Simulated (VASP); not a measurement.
# Al (P6/mmm) in VASP: a series of runs

Al is run at these levels: r2SCAN50, B3LYP; tasks: single point.

Everything below comes from runs of VASP 6.6.1. Logs are shortened: lines on timing, memory, paths and dates and some standing lists are left out, and cuts for length are marked.

### Step 1. The cell of the first run

Symmetry: P6/mmm, No. 191, hexagonal system. Conventional cell: a = 4.492 Å, b = 4.492 Å, c = 2.723 Å, α = 90.00°, β = 90.00°, γ = 120.00°. Within 3.4 Å of Al (site symmetry -6m2) lie 5 Al at 2.59 to 2.72 Å.

This isn't the form of Al at room conditions, which is fcc.

### Step 2. Single point, r2SCAN50

POSCAR reads:

```
Al
1.0
    4.4916000000      0.0000000000      0.0000000000
   -2.2458000000      3.8898400000      0.0000000000
    0.0000000000      0.0000000000      2.7226000000
Al
2
Direct
    0.3333300000      0.6666700000      0.0000000000
    0.6666700000      0.3333300000      0.0000000000
```

INCAR.step1 reads:

```
SYSTEM = Al
PREC = Accurate
ENCUT = 520
EDIFF = 1E-5
ISMEAR = -1
SIGMA = 0.05
LREAL = .False.
LASPH = .True.
NELM = 100
ALGO = Normal
ISIF = 2
LWAVE = .True.
LCHARG = .False.
GGA = PE
NBANDS = 10
```

INCAR.step2 reads:

```
SYSTEM = Al
PREC = Accurate
ENCUT = 520
EDIFF = 1E-7
ISMEAR = -1
SIGMA = 0.05
LREAL = .False.
LASPH = .True.
NELM = 100
ALGO = Normal
ISIF = 2
LWAVE = .False.
LCHARG = .False.
METAGGA = R2SCAN
LHFCALC = .True.
AEXX = 0.5
LMIXTAU = .True.
PRECFOCK = Normal
ISTART = 1
NBANDS = 10
```

KPOINTS reads:

```
regular mesh
0
Gamma
  4 4 5
  0 0 0
```

Potentials or basis: VASP PAW PBE potentials, release 64 (Al).

The run is started by

```
$ cat potpaw_PBE.64/Al/POTCAR > POTCAR
$ cp INCAR.step1 INCAR
$ mpirun -np 1 vasp_std > vasp.out
$ cp INCAR.step2 INCAR
$ mpirun -np 1 vasp_std > vasp.out
```

OUTCAR:

```text
SYSTEM = Al
   PREC = Accurate
   ENCUT = 520
   EDIFF = 1E-7
   ISMEAR = -1
   LREAL = .False.
   LASPH = .True.
   NELM = 100
   ISIF = 2
   METAGGA = R2SCAN
   LHFCALC = .True.
   AEXX = 0.5
   PRECFOCK = Normal
   ISTART = 1

 ion  position               nearest neighbor table
   1  0.333  0.667  0.000-   2 2.59   2 2.59   2 2.59
   2  0.667  0.333  0.000-   1 2.59   1 2.59   1 2.59

  LATTYP: Found a hexagonal cell.
 ALAT       =     4.4916000000
 C/A-ratio  =     0.6061537091

  Lattice vectors:

 A1 = (   4.4916000000,   0.0000000000,   0.0000000000)
 A2 = (  -2.2458000000,   3.8898400000,   0.0000000000)
 A3 = (   0.0000000000,   0.0000000000,   2.7226000000)

Analysis of symmetry for initial positions (statically):
=====================================================================
 Subroutine PRICEL returns:
 Original cell was already a primitive cell.

 Routine SETGRP: Setting up the symmetry group for a
 hexagonal supercell.

 Subroutine GETGRP returns: Found  8 space group operations
 (whereof  8 operations were pure point group operations)
 out of a pool of 24 trial point group operations.

The static configuration has the point symmetry D_2h.

Analysis of symmetry for dynamics (positions and initial velocities):
=====================================================================
 Subroutine PRICEL returns:
 Original cell was already a primitive cell.

 Routine SETGRP: Setting up the symmetry group for a
 hexagonal supercell.

 Subroutine GETGRP returns: Found  8 space group operations
 (whereof  8 operations were pure point group operations)
 out of a pool of 24 trial point group operations.

The dynamic configuration has the point symmetry D_2h.

 Subroutine INISYM returns: Found  8 space group operations
 (whereof  8 operations are pure point group operations),
 and found     1 'primitive' translations

----------------------------------------------------------------------------------------

                                     Primitive cell

  volume of cell :      47.5682

  direct lattice vectors                    reciprocal lattice vectors
     4.491600000  0.000000000  0.000000000     0.222637813  0.128539991  0.000000000
    -2.245800000  3.889840000  0.000000000     0.000000000  0.257079983  0.000000000
     0.000000000  0.000000000  2.722600000     0.000000000  0.000000000  0.367295967

  length of vectors
     4.491600000  4.491600257  2.722600000     0.257079997  0.257079983  0.367295967

  position of ions in fractional coordinates (direct lattice)
     0.333330000  0.666670000  0.000000000
     0.666670000  0.333330000  0.000000000

  ion indices of the primitive-cell ions
   primitive index   ion index
                 1           1
                 2           2

----------------------------------------------------------------------------------------

 KPOINTS: regular mesh

Automatic generation of k-mesh.
 Grid dimensions read from file:
 generate k-points for:    4    4    5

 Generating k-lattice:

  Cartesian coordinates                     Fractional coordinates (reciprocal lattice)
     0.055659453  0.032134998  0.000000000     0.250000000  0.000000000  0.000000000
     0.000000000  0.064269996  0.000000000     0.000000000  0.250000000  0.000000000
     0.000000000  0.000000000  0.073459193     0.000000000  0.000000000  0.200000000

  Length of vectors
     0.064269999  0.064269996  0.073459193

  Shift w.r.t. Gamma in fractional coordinates (k-lattice)
     0.000000000  0.000000000  0.000000000

 Subroutine IBZKPT returns following result:
 ===========================================

 Found     21 irreducible k-points:

 Following reciprocal coordinates:
            Coordinates               Weight
  0.000000  0.000000  0.000000      1.000000
  0.250000  0.000000  0.000000      4.000000
 -0.250000  0.250000  0.000000      2.000000
  0.500000  0.000000  0.000000      2.000000
  0.500000  0.500000  0.000000      1.000000
  0.250000  0.250000  0.000000      2.000000
[... 13 lines left out ...]
  0.250000  0.250000  0.400000      4.000000
 -0.250000  0.500000  0.400000      8.000000
   k-points           NKPTS =     21   k-points in BZ     NKDIM =     80   number of bands    NBANDS=     10
   number of dos      NEDOS =    301   number of ions     NIONS =      2
   total plane-waves  NPLWV =  25920
   dimension x,y,z NGX =    36 NGY =   36 NGZ =   20
   dimension x,y,z NGXF=    72 NGYF=   72 NGZF=   40
   ions per type =               2
   NGX,Y,Z   is equivalent  to a cutoff of  13.32, 13.32, 12.21 a.u.
   NGXF,Y,Z  is equivalent  to a cutoff of  26.65, 26.65, 24.42 a.u.
 SYSTEM =  Al
   PREC   = accura    normal or accurate (medium, high low for compatibility)
   ISTART =      1    job   : 0-new  1-cont  2-samecut
   ICHARG =      0    charge: 1-file 2-atom 10-const
   ISPIN  =      1    spin polarized calculation?
   LNONCOLLINEAR =      F non collinear calculations
   LSORBIT =      F    spin-orbit coupling
   LASPH  =      T    aspherical Exc in radial PAW
   ENCUT  =  520.0 eV  38.22 Ry    6.18 a.u.   8.35  8.35  5.06*2*pi/ulx,y,z
   NELM   =    100;   NELMIN=  2; NELMDL=  0     # of ELM steps
   EDIFF  = 0.1E-06   stopping-criterion for ELM
   LREAL  =      F    real-space projection
   EDIFFG = 0.1E-05   stopping-criterion for IOM
   NSW    =      0    number of steps for IOM
   IBRION =     -1    ionic relax: 0-MD 1-quasi-New 2-CG
   NFREE  =      0    steps in history (QN), initial steepest desc. (CG)
   ISIF   =      2    stress and relaxation
   ISYM   =      3    0-nonsym 1-usesym 2-fastsym
   POTIM  = 0.5000    time-step for ionic-motion
   TEBEG  =    0.0;   TEEND  =   0.0 temperature during run
   PSTRESS=    0.0 pullay stress
   NELECT =       6.0000    total number of electrons
   NUPDOWN=      -1.0000    fix difference up-down
   EMIN   =  10.00;   EMAX   =-10.00  energy-range for DOS
   EFERMI =   0.00;   METHOD = LEGACY
   ISMEAR =    -1;   SIGMA  =   0.05  broadening in eV -4-tet -1-fermi 0-gaus
   EFERMI_NEDOS =   21; number of points for ismear=-14 and -15
   IALGO  =     38    algorithm
   IMIX   =      1    mixing-type and parameters
     AMIX     =   0.40;   BMIX     =  1.00
     AMIX_MAG =   1.60;   BMIX_MAG =  1.00
  volume/ion in A,a.u.               =      23.78       160.50
  Fermi-wavevector in a.u.,A,eV,Ry     =   0.821019  1.551500  9.171302  0.674072
  Thomas-Fermi vector in A             =   1.932104
   LORBIT       =      0    0 simple, 1 ext, 2 COOP (PROOUT), +10 PAW based schemes
   METAGGA = R2SCAN    functional components
   LHFCALC =     T    Hartree Fock is set to
   PRECFOCK=normal    Normal, Fast or Accurate (Low or Medium for compatibility)
   ENCUT4O =  -1.0   cutoff for four orbital integrals eV
   NKREDX  =     1    reduce k-point grid by
   NKREDY  =     1    reduce k-point grid by
   NKREDZ  =     1    reduce k-point grid by
   AEXX    =    0.5000 exact exchange contribution
   HFSCREEN=    0.0000 screening length (either q_TF or 0.3 A-1)
   HFSCREENC=   0.0000 screening length for correlation (either q_TF or 0.3 A-1)
   ENCUTFOCK=  -1.0 apply spherical cutoff to Coloumb kernel
   IVDW    =     0    specifies the selected vdW correction
   LEPSILON=     F    determine dielectric tensor
   LRPA    =     F    only Hartree local field effects (RPA)
 non-spin polarized calculation
  energy-cutoff  :      520.00
  volume of cell :       47.57
 maximum number of plane-waves:      1301
 NGX is ok and might be reduce to    36
  NGX = 28; NGY = 28; NGZ = 16

 number of electron       6.0000000 magnetization

 Free energy of the ion-electron system (eV)
  ---------------------------------------------------
  ext. energy  EPLUGINS =         0.00000000
  ---------------------------------------------------
  free energy    TOTEN  =       -12.21954659 eV

  energy without entropy =      -12.21560860  energy(sigma->0) =      -12.21757760

 E-fermi :   4.3988     XC(G=0):  -5.0896

 val. band max:        3.4102900284   @ k =   0.0000   0.0000   0.0000
 cond. band min:       4.4982441906   @ k =  -0.2500   0.5000   0.4000
 fundamental gap:      1.0879541621
 Fermi energy:         4.3988238526

 k-point     1 :       0.0000    0.0000    0.0000
  band No.  band energies     occupation
      1      -8.4696      2.00000
      2       2.0374      2.00000
      3       2.0399      2.00000
      4       3.4103      2.00000
      5       7.7898      0.00000
      6       7.7945      0.00000
      7      11.3777      0.00000
      8      16.3207      0.00000
      9      16.7989      0.00000
     10      23.6925      0.00000

 k-point     2 :       0.2500    0.0000    0.0000
  band No.  band energies     occupation
      1      -7.7856      2.00000
      2      -1.7953      2.00000
      3       1.2020      2.00000
      4       5.8506      0.00000
      5       9.3913      0.00000
      6       9.9189      0.00000
      7      14.3969      0.00000
      8      16.7854      0.00000
      9      16.8213      0.00000
     10      19.7464      0.00000

 k-point     3 :      -0.2500    0.2500    0.0000
  band No.  band energies     occupation
      1      -7.7853      2.00000
      2      -1.7974      2.00000
      3       1.2021      2.00000
      4       5.8544      0.00000
      5       9.3897      0.00000
      6       9.9169      0.00000
      7      14.3977      0.00000
      8      16.7851      0.00000
      9      16.8218      0.00000
     10      19.7455      0.00000
[... 209 lines left out ...]
 k-point    20 :       0.2500    0.2500    0.4000
  band No.  band energies     occupation
      1      -2.4590      2.00000
      2       0.1059      2.00000
      3       2.6984      2.00000
      4       4.6331      0.01830
      5       6.2548      0.00000
      6      10.0995      0.00000
      7      12.2799      0.00000
      8      12.5829      0.00000
      9      16.2654      0.00000
     10      16.5034      0.00000

 k-point    21 :      -0.2500    0.5000    0.4000
  band No.  band energies     occupation
      1      -2.4572      2.00000
      2       0.1055      2.00000
      3       2.7017      2.00000
      4       4.4982      0.24085
      5       6.2539      0.00000
      6      10.0968      0.00000
      7      12.2819      0.00000
      8      12.5827      0.00000
      9      16.2648      0.00000
     10      16.5042      0.00000

------------------------ aborting loop because EDIFF is reached ----------------------------------------

  FORCE on cell =-STRESS in cart. coord.  units (eV):
  Direction    XX          YY          ZZ          XY          YZ          ZX
  --------------------------------------------------------------------------------------
  -------------------------------------------------------------------------------------
  Total        0.0812092      0.0700984      0.8415008     -0.0096222      0.0000000      0.0000000
  in kB        2.7352624      2.3610322     28.3431733     -0.3240932      0.0000000      0.0000000
  external PRESSURE =      11.1464893 kB  Pullay stress =       0.0000000 kB

 VOLUME and BASIS-vectors are now :
 -----------------------------------------------------------------------------
  energy-cutoff  :      520.00
  volume of cell :       47.57
      direct lattice vectors                 reciprocal lattice vectors
     4.491600000  0.000000000  0.000000000     0.222637813  0.128539991  0.000000000
    -2.245800000  3.889840000  0.000000000     0.000000000  0.257079983  0.000000000
     0.000000000  0.000000000  2.722600000     0.000000000  0.000000000  0.367295967

 POSITION                                       TOTAL-FORCE (eV/Angst)
 -----------------------------------------------------------------------------------
     -0.00002      2.59324      0.00000        -0.016772      0.009683      0.000000
      2.24582      1.29660      0.00000         0.016772     -0.009683      0.000000
 -----------------------------------------------------------------------------------
    total drift:                                0.000000     -0.000000      0.000000

  FREE ENERGIE OF THE ION-ELECTRON SYSTEM (eV)
  ---------------------------------------------------
  free  energy   TOTEN  =       -12.2195465890 eV

  energy  without entropy=      -12.2156086018  energy(sigma->0) =      -12.21757760
```

Run time: 16 min. Hardware: 1 thread of AMD EPYC 7R43 (Zen 3), shared host; peak memory 0.13 GiB.

What came out:

```
Free energy            : -12.2195 eV
Pressure               : 1.1 GPa
Largest force          : 0.019 eV/Å
Band gap on the k mesh : zero (bands 3 and 4 overlap by 3.66 eV)
```

Forces on the atoms (eV/Å):
```
Al  -0.017  0.010  0.000
Al   0.017 -0.010  0.000
```

Stress tensor (GPa, compression positive):
```
 0.27 -0.03  0.00
-0.03  0.24  0.00
 0.00  0.00  2.83
```

Caveat: the k points lie up to 0.46 Å⁻¹ apart, too coarse for converged energies and pressures of a metal; the PAW data sets were made with another functional, which shifts forces and pressure a little.

### Step 3. Single point, B3LYP

This run uses another cell than the first one, of 25.81 Å³/atom.

POSCAR reads:

```
Al
1.0
    4.5793422475      0.0000000000      0.0000000000
   -2.2896711237      3.9658267190      0.0000000000
    0.0000000000      0.0000000000      2.8418806605
Al
2
Direct
    0.3333333333      0.6666666667      0.0000000000
    0.6666666667      0.3333333333      0.0000000000
```

INCAR.step1 reads:

```
  PREC = Accurate
  ENCUT = 520
  EDIFF = 1E-5
  ISMEAR = -1
  SIGMA = 0.05
  LREAL = F
  LASPH = T
  NELM = 80
  ALGO = Normal
  ISIF = 2
  LWAVE = T
  LCHARG = F
  GGA = PE
  NBANDS = 10
```

INCAR.step2 reads:

```
  PREC = Accurate
  ENCUT = 520
  EDIFF = 1E-6
  ISMEAR = -1
  SIGMA = 0.05
  LREAL = F
  LASPH = T
  NELM = 80
  ALGO = Normal
  ISIF = 2
  LWAVE = F
  LCHARG = F
  GGA = B3
  LHFCALC = T
  AEXX = 0.2
  AGGAX = 0.72
  AGGAC = 0.81
  ALDAC = 0.19
  PRECFOCK = Normal
  ISTART = 1
  NBANDS = 10
```

KPOINTS reads:

```
regular mesh
0
Gamma
  4 4 5
```

Potentials or basis: VASP PAW PBE potentials, release 64 (Al).

The run is started by

```
$ cat potpaw_PBE.64/Al/POTCAR > POTCAR
$ cp INCAR.step1 INCAR
$ mpirun -np 1 vasp_std > vasp.out
$ cp INCAR.step2 INCAR
$ mpirun -np 1 vasp_std > vasp.out
```

OUTCAR:

```text
PREC = Accurate
   ENCUT = 520
   EDIFF = 1E-6
   ISMEAR = -1
   LREAL = F
   LASPH = T
   NELM = 80
   ISIF = 2
   GGA = B3
   LHFCALC = T
   AEXX = 0.2
   PRECFOCK = Normal
   ISTART = 1

 ion  position               nearest neighbor table
   1  0.333  0.667  0.000-   2 2.64   2 2.64   2 2.64
   2  0.667  0.333  0.000-   1 2.64   1 2.64   1 2.64

  LATTYP: Found a hexagonal cell.
 ALAT       =     4.5793422475
[... 338 lines left out ...]
     10      14.4696      0.00000

------------------------ aborting loop because EDIFF is reached ----------------------------------------

  FORCE on cell =-STRESS in cart. coord.  units (eV):
  Direction    XX          YY          ZZ          XY          YZ          ZX
  --------------------------------------------------------------------------------------
  -------------------------------------------------------------------------------------
  Total       -0.3837759     -0.3837759      0.6698623     -0.0000000     -0.0000000     -0.0000000
  in kB      -11.9136700    -11.9136700     20.7947383     -0.0000000     -0.0000000     -0.0000000
  external PRESSURE =      -1.0108672 kB  Pullay stress =       0.0000000 kB

 VOLUME and BASIS-vectors are now :
 -----------------------------------------------------------------------------
  energy-cutoff  :      520.00
  volume of cell :       51.61
      direct lattice vectors                 reciprocal lattice vectors
     4.579342247  0.000000000  0.000000000     0.218371973  0.126077117  0.000000000
    -2.289671124  3.965826719  0.000000000     0.000000000  0.252154234  0.000000000
     0.000000000  0.000000000  2.841880661     0.000000000  0.000000000  0.351879660

 POSITION                                       TOTAL-FORCE (eV/Angst)
 -----------------------------------------------------------------------------------
     -0.00000      2.64388      0.00000        -0.000000     -0.000000      0.000000
      2.28967      1.32194      0.00000         0.000000      0.000000      0.000000
 -----------------------------------------------------------------------------------
    total drift:                                0.000000     -0.000000     -0.000000

  FREE ENERGIE OF THE ION-ELECTRON SYSTEM (eV)
  ---------------------------------------------------
  free  energy   TOTEN  =        -6.1894065479 eV

  energy  without entropy=       -6.1789021763  energy(sigma->0) =       -6.18415436
```

Run time: 77 s. Hardware: 1 thread of Intel Xeon Platinum 8559C (Emerald Rapids), shared host; peak memory 0.17 GiB.

What came out:

```yaml
Free_energy: -6.1894 eV
Pressure: -0.1 GPa
Band_gap_on_the_k_mesh: zero (bands 3 and 4 overlap by 2.61 eV)
```

Stress tensor (GPa, compression positive):
```
-1.19  0.00  0.00
 0.00 -1.19  0.00
 0.00  0.00  2.08
```

Caveat: the k points lie up to 0.44 Å⁻¹ apart, too coarse for converged energies and pressures of a metal; the PAW data sets were made with another functional, which shifts forces and pressure a little.
